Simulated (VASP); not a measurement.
# Cd (P6_3/mmc) in VASP: a series of runs, part 2 of 2

VASP 6.6.1.

### 3 Single point, PBE (strain -0.0300 x Voigt [1, 1, 0, 0, 0, 0])

Contents of INCAR:

```
ALGO     = Fast           # electronic algorithm
EDIFF    = 1E-7           # SCF threshold, eV
ENCUT    = 520            # plane-wave cutoff, eV
GGA      = PE             # functional
ISIF     = 2              # what is computed and relaxed
ISMEAR   = 0              # smearing method
LASPH    = True           # aspherical terms in the spheres
LCHARG   = False          # write CHGCAR
LREAL    = False          # projectors in reciprocal space
LWAVE    = False          # write WAVECAR
NBANDS   = 19             # bands
NELM     = 60             # most SCF steps
PREC     = Accurate       # precision mode
SIGMA    = 0.15           # smearing width, eV
```

Contents of KPOINTS:

```
k-points
0
Gamma
  18 18 8
```

Contents of POSCAR:

```
Cd
1.0
    2.8895063328      0.0000000000      0.0000000000
   -1.4447531664      2.5023858886      0.0000000000
    0.0000000000      0.0000000000      5.6176500000
Cd
2
Direct
    0.3333333333      0.6666666667      0.2500000000
    0.6666666667      0.3333333333      0.7500000000
```

Potentials or basis: VASP PAW PBE potentials, release 64 (Cd).

Started as:

```
cat potpaw_PBE.64/Cd/POTCAR > POTCAR
mpirun -np 1 vasp_std > vasp.out
```

OUTCAR:

```text
EDIFF = 1E-7
   ENCUT = 520
   GGA = PE
   ISIF = 2
   ISMEAR = 0
   LASPH = True
   LREAL = False
   NELM = 60
   PREC = Accurate

 ion  position               nearest neighbor table
   1  0.333  0.667  0.250-   2 3.27   2 3.27   2 3.27   2 3.27   2 3.27   2 3.27
   2  0.667  0.333  0.750-   1 3.27   1 3.27   1 3.27   1 3.27   1 3.27   1 3.27

  LATTYP: Found a hexagonal cell.
 ALAT       =     2.8895063328
 C/A-ratio  =     1.9441556283

  Lattice vectors:

 A1 = (   2.8895063328,   0.0000000000,   0.0000000000)
 A2 = (  -1.4447531664,   2.5023858886,   0.0000000000)
 A3 = (   0.0000000000,   0.0000000000,   5.6176500000)

Analysis of symmetry for initial positions (statically):
=====================================================================
 Subroutine PRICEL returns:
 Original cell was already a primitive cell.

 Routine SETGRP: Setting up the symmetry group for a
 hexagonal supercell.

 Subroutine GETGRP returns: Found 24 space group operations
 (whereof 12 operations were pure point group operations)
 out of a pool of 24 trial point group operations.

The static configuration has the point symmetry D_3d.
 The point group associated with its full space group is D_6h.

Analysis of symmetry for dynamics (positions and initial velocities):
=====================================================================
 Subroutine PRICEL returns:
 Original cell was already a primitive cell.

 Routine SETGRP: Setting up the symmetry group for a
 hexagonal supercell.

 Subroutine GETGRP returns: Found 24 space group operations
 (whereof 12 operations were pure point group operations)
 out of a pool of 24 trial point group operations.

The dynamic configuration has the point symmetry D_3d.
 The point group associated with its full space group is D_6h.

 Subroutine INISYM returns: Found 24 space group operations
 (whereof 12 operations are pure point group operations),
 and found     1 'primitive' translations

----------------------------------------------------------------------------------------

                                     Primitive cell

  volume of cell :      40.6193

  direct lattice vectors                    reciprocal lattice vectors
     2.889506333  0.000000000  0.000000000     0.346079878  0.199809311  0.000000000
    -1.444753166  2.502385889  0.000000000     0.000000000  0.399618622  0.000000000
     0.000000000  0.000000000  5.617650000     0.000000000  0.000000000  0.178010378

  length of vectors
     2.889506333  2.889506333  5.617650000     0.399618622  0.399618622  0.178010378

  position of ions in fractional coordinates (direct lattice)
     0.333333333  0.666666667  0.250000000
     0.666666667  0.333333333  0.750000000

  ion indices of the primitive-cell ions
   primitive index   ion index
                 1           1
                 2           2

----------------------------------------------------------------------------------------

 KPOINTS: k-points

Automatic generation of k-mesh.
 Grid dimensions read from file:
 generate k-points for:   18   18    8

 Generating k-lattice:

  Cartesian coordinates                     Fractional coordinates (reciprocal lattice)
     0.019226660  0.011100517  0.000000000     0.055555556  0.000000000  0.000000000
     0.000000000  0.022201035  0.000000000     0.000000000  0.055555556  0.000000000
     0.000000000  0.000000000  0.022251297     0.000000000  0.000000000  0.125000000

  Length of vectors
     0.022201035  0.022201035  0.022251297

  Shift w.r.t. Gamma in fractional coordinates (k-lattice)
     0.000000000  0.000000000  0.000000000

 Subroutine IBZKPT returns following result:
 ===========================================

 Found    185 irreducible k-points:

 Following reciprocal coordinates:
            Coordinates               Weight
  0.000000  0.000000  0.000000      1.000000
  0.055556 -0.000000  0.000000      6.000000
  0.111111 -0.000000  0.000000      6.000000
  0.166667 -0.000000  0.000000      6.000000
  0.222222  0.000000  0.000000      6.000000
  0.277778 -0.000000  0.000000      6.000000
[... 16 lines left out ...]
  0.333333  0.111111  0.000000     12.000000
  0.388889  0.111111  0.000000     12.000000
 [... further k-points ...]
   k-points           NKPTS =    185   k-points in BZ     NKDIM =    185   number of bands    NBANDS=     19
   number of dos      NEDOS =    301   number of ions     NIONS =      2
   total plane-waves  NPLWV =  24192
   dimension x,y,z NGX =    24 NGY =   24 NGZ =   42
   dimension x,y,z NGXF=    48 NGYF=   48 NGZF=   84
   ions per type =               2
   NGX,Y,Z   is equivalent  to a cutoff of  13.81, 13.81, 12.43 a.u.
   NGXF,Y,Z  is equivalent  to a cutoff of  27.62, 27.62, 24.86 a.u.
 SYSTEM =  unknown system
   PREC   = accura    normal or accurate (medium, high low for compatibility)
   ISTART =      0    job   : 0-new  1-cont  2-samecut
   ICHARG =      2    charge: 1-file 2-atom 10-const
   ISPIN  =      1    spin polarized calculation?
   LNONCOLLINEAR =      F non collinear calculations
   LSORBIT =      F    spin-orbit coupling
   LASPH  =      T    aspherical Exc in radial PAW
   ENCUT  =  520.0 eV  38.22 Ry    6.18 a.u.   5.37  5.37 10.45*2*pi/ulx,y,z
   NELM   =     60;   NELMIN=  2; NELMDL= -5     # of ELM steps
   EDIFF  = 0.1E-06   stopping-criterion for ELM
   LREAL  =      F    real-space projection
   EDIFFG = 0.1E-05   stopping-criterion for IOM
   NSW    =      0    number of steps for IOM
   IBRION =     -1    ionic relax: 0-MD 1-quasi-New 2-CG
   NFREE  =      0    steps in history (QN), initial steepest desc. (CG)
   ISIF   =      2    stress and relaxation
   ISYM   =      2    0-nonsym 1-usesym 2-fastsym
   POTIM  = 0.5000    time-step for ionic-motion
   TEBEG  =    0.0;   TEEND  =   0.0 temperature during run
   PSTRESS=    0.0 pullay stress
   NELECT =      24.0000    total number of electrons
   NUPDOWN=      -1.0000    fix difference up-down
   EMIN   =  10.00;   EMAX   =-10.00  energy-range for DOS
   EFERMI =   0.00;   METHOD = LEGACY
   ISMEAR =     0;   SIGMA  =   0.15  broadening in eV -4-tet -1-fermi 0-gaus
   EFERMI_NEDOS =   21; number of points for ismear=-14 and -15
   IALGO  =     68    algorithm
   IMIX   =      4    mixing-type and parameters
     AMIX     =   0.40;   BMIX     =  1.00
     AMIX_MAG =   1.60;   BMIX_MAG =  1.00
  volume/ion in A,a.u.               =      20.31       137.06
  Fermi-wavevector in a.u.,A,eV,Ry     =   1.373729  2.595971 25.675978  1.887131
  Thomas-Fermi vector in A             =   2.499220
   LORBIT       =      0    0 simple, 1 ext, 2 COOP (PROOUT), +10 PAW based schemes
   GGA     = PE    functional components
   LHFCALC =     F    Hartree Fock is set to
   AEXX    =    0.0000 exact exchange contribution
   IVDW    =     0    specifies the selected vdW correction
   LEPSILON=     F    determine dielectric tensor
   LRPA    =     F    only Hartree local field effects (RPA)
 non-spin polarized calculation
 RMM-DIIS sequential band-by-band and
 Gauss-broadening in eV      SIGMA  =   0.15
  energy-cutoff  :      520.00
  volume of cell :       40.62
 maximum number of plane-waves:      1136
 NGX is ok and might be reduce to    24
   NGX = 11   NGY = 11   NGZ = 21

 number of electron      24.0000000 magnetization

 Free energy of the ion-electron system (eV)
  ---------------------------------------------------
  ext. energy  EPLUGINS =         0.00000000
  ---------------------------------------------------
  free energy    TOTEN  =        -1.36836744 eV

  energy without entropy =       -1.36482515  energy(sigma->0) =       -1.36659629

 E-fermi :   3.4517     XC(G=0): -11.3516

 val. band max:        3.4428264688   @ k =   0.0556   0.0556   0.2500
 cond. band min:       3.5273108128   @ k =   0.1111  -0.0000   0.2500
 fundamental gap:      0.0844843440
 Fermi energy:         3.4517211587

 k-point     1 :       0.0000    0.0000    0.0000
  band No.  band energies     occupation
      1      -6.8031      2.00000
      2      -6.5584      2.00000
      3      -6.0311      2.00000
      4      -6.0311      2.00000
      5      -5.9808      2.00000
      6      -5.9808      2.00000
[... 11 lines left out ...]
     18      19.5554      0.00000
     19      19.7197      0.00000

 k-point     2 :       0.0556   -0.0000    0.0000
  band No.  band energies     occupation
      1      -6.7629      2.00000
      2      -6.5115      2.00000
      3      -6.0479      2.00000
      4      -5.9972      2.00000
      5      -5.9960      2.00000
      6      -5.9477      2.00000
[... 476 lines left out ...]
 k-point    24 :       0.3889    0.1111    0.0000
  band No.  band energies     occupation
      1      -6.7834      2.00000
      2      -6.5823      2.00000
      3      -6.4467      2.00000
      4      -5.9687      2.00000
      5      -5.7331      2.00000
      6      -5.6367      2.00000
[... 11 lines left out ...]
     18      15.0362      0.00000
     19      15.7001      0.00000

 [... further k-points ...]
[... 5 lines left out ...]
  --------------------------------------------------------------------------------------
  -------------------------------------------------------------------------------------
  Total        2.5781830      2.5781830      1.3712052     -0.0000000      0.0000000      0.0000000
  in kB      101.6931510    101.6931510     54.0854476     -0.0000000      0.0000000      0.0000000
  external PRESSURE =      85.8239165 kB  Pullay stress =       0.0000000 kB

 VOLUME and BASIS-vectors are now :
 -----------------------------------------------------------------------------
  energy-cutoff  :      520.00
  volume of cell :       40.62
      direct lattice vectors                 reciprocal lattice vectors
     2.889506333  0.000000000  0.000000000     0.346079878  0.199809311  0.000000000
    -1.444753166  2.502385889  0.000000000     0.000000000  0.399618622  0.000000000
     0.000000000  0.000000000  5.617650000     0.000000000  0.000000000  0.178010378

 POSITION                                       TOTAL-FORCE (eV/Angst)
 -----------------------------------------------------------------------------------
     -0.00000      1.66826      1.40441        -0.000000      0.000000      0.000000
      1.44475      0.83413      4.21324         0.000000     -0.000000      0.000000
 -----------------------------------------------------------------------------------
    total drift:                               -0.000000      0.000000      0.000000

  FREE ENERGIE OF THE ION-ELECTRON SYSTEM (eV)
  ---------------------------------------------------
  free  energy   TOTEN  =        -1.3683674372 eV

  energy  without entropy=       -1.3648251516  energy(sigma->0) =       -1.36659629
```

Run time: 36 s. Hardware: 1 thread of Intel Xeon 6975P-C (Granite Rapids), shared host; peak memory 0.24 GiB.

What came out:

| Item | Value |
| --- | --- |
| Free energy | -1.3684 eV |
| Pressure | 8.6 GPa |
| Band gap on the k mesh | zero (bands 12 and 13 overlap by 5.07 eV) |

Caveat: the cell differs from its parent crystal (strain -0.0300 x Voigt [1, 1, 0, 0, 0, 0]); the cell stands under pressure.

### 4 Single point, PBE (strain -0.0200 x Voigt [1, 1, 0, 0, 0, 0])

Contents of INCAR:

```
SYSTEM = Cd
  PREC = Accurate
  ENCUT = 520
  EDIFF = 1E-7
  ISMEAR = 0
  SIGMA = 0.15
  LREAL = .False.
  LASPH = .True.
  NELM = 80
  ALGO = Fast
  ISIF = 2
  LWAVE = .False.
  LCHARG = .False.
  GGA = PE
  NBANDS = 19
```

Contents of KPOINTS:

```
regular mesh
0
Gamma
  18 18 8
  0 0 0
```

Contents of POSCAR:

```
Cd
1.0
    2.9192950579      0.0000000000      0.0000000000
   -1.4596475289      2.5281836813      0.0000000000
    0.0000000000      0.0000000000      5.6176500000
Cd
2
Direct
    0.3333333333      0.6666666667      0.2500000000
    0.6666666667      0.3333333333      0.7500000000
```

Started as:

```
cat potpaw_PBE.64/Cd/POTCAR > POTCAR
mpirun -np 1 vasp_std > vasp.out
```

It took 36 s on 1 thread of Intel Xeon 6975P-C (Granite Rapids), shared host; peak memory 0.24 GiB.

Results (log left out):

```yaml
Free_energy: -1.4145 eV
Pressure: 6.5 GPa
Band_gap_on_the_k_mesh: zero (bands 12 and 13 overlap by 4.92 eV)
```

Stress tensor (GPa, compression positive):
```
7.49 0.00 0.00
0.00 7.49 0.00
0.00 0.00 4.63
```

Levels at points of the mesh, in eV from the Fermi level:
```tsv
k point	band 10	band 11	band 12	band 13	band 14	band 15
(0.00, 0.00, 0.00)	-8.60	-8.60	-3.37	-3.28	10.21	14.69
(0.50, 0.00, 0.00)	-8.27	-2.46	-1.82	1.92	3.01	3.28
(0.00, 0.00, 0.50)	-8.71	-7.69	-7.69	3.44	3.44	15.09
(0.50, 0.00, 0.50)	-8.28	-1.69	-1.69	0.20	0.20	8.03
```

Caveat: the cell differs from its parent crystal (strain -0.0200 x Voigt [1, 1, 0, 0, 0, 0]); the cell stands under pressure.

### 5 Single point, PBE (strain -0.0100 x Voigt [1, 1, 0, 0, 0, 0])

Contents of INCAR:

```
SYSTEM = Cd
ALGO = Fast ; EDIFF = 1E-6
ENCUT = 520 ; GGA = PE
ISIF = 2 ; ISMEAR = 0
LASPH = .True. ; LCHARG = .False.
LREAL = .False. ; LWAVE = .False.
NBANDS = 19 ; NELM = 100
PREC = Accurate ; SIGMA = 0.15
```

Contents of KPOINTS:

```
k-points
0
Gamma
  18 18 8
  0 0 0
```

Contents of POSCAR:

```
Cd
1.0
    2.9490837830      0.0000000000      0.0000000000
   -1.4745418915      2.5539814740      0.0000000000
    0.0000000000      0.0000000000      5.6176500000
Cd
2
Direct
    0.3333333333      0.6666666667      0.2500000000
    0.6666666667      0.3333333333      0.7500000000
```

Started as:

```
cat potpaw_PBE.64/Cd/POTCAR > POTCAR
mpirun -np 1 vasp_std > vasp.out
```

Wall time 37 s (1 thread of Intel Xeon 6975P-C (Granite Rapids), shared host); peak memory 0.25 GiB.

Results (log left out):

* Free energy: -1.4480 eV
* Pressure: 4.8 GPa
* Band gap on the k mesh: zero (bands 12 and 13 overlap by 4.75 eV)

Stress tensor (GPa, compression positive):
```
5.28 0.00 0.00
0.00 5.28 0.00
0.00 0.00 3.76
```

Levels at points of the mesh, in eV from the Fermi level:
```tsv
k point	band 8	band 9	band 10	band 11	band 12	band 13	band 14	band 15	band 16	band 17
(0.00, 0.00, 0.00)	-8.86	-8.86	-8.61	-8.61	-3.26	-3.22	10.33	14.54	14.75	15.19
(0.50, 0.00, 0.00)	-8.65	-8.32	-8.30	-2.46	-1.90	1.89	2.96	3.17	5.20	8.51
(0.00, 0.00, 0.50)	-8.72	-8.72	-8.72	-7.59	-7.59	3.52	3.52	14.87	14.87	16.13
(0.50, 0.00, 0.50)	-8.62	-8.31	-8.31	-1.67	-1.67	0.08	0.08	8.00	8.00	10.15
```

Caveat: the cell differs from its parent crystal (strain -0.0100 x Voigt [1, 1, 0, 0, 0, 0]); the cell stands under pressure.

### 6 Overview

```tsv
cell	further INCAR settings	gap on the mesh (eV)	pressure (GPa)
a = 2.860, b = 2.860, c = 5.618 Å, angles 90.0, 90.0, 120.0°, 2 atoms	ALGO = Fast; EDIFF = 1e-07; NBANDS = 19	none	10.9
a = 2.890, b = 2.890, c = 5.618 Å, angles 90.0, 90.0, 120.0°, 2 atoms	ALGO = Fast; EDIFF = 1e-07; NBANDS = 19	none	8.6
a = 2.919, b = 2.919, c = 5.618 Å, angles 90.0, 90.0, 120.0°, 2 atoms	ALGO = Fast; EDIFF = 1e-07; NBANDS = 19	none	6.5
a = 2.949, b = 2.949, c = 5.618 Å, angles 90.0, 90.0, 120.0°, 2 atoms	ALGO = Fast; EDIFF = 1e-06; NBANDS = 19	none	4.8
```

Alike in all rows: task single point; level PBE; potentials or basis VASP PAW PBE potentials, release 64 (Cd); no spin polarisation; k mesh 18 × 18 × 8; cutoff (eV) 520; smearing gaussian 0.15 eV.

Caveats: the cell stands under pressure.

Absolute energies hang on the potentials; compare differences alone.
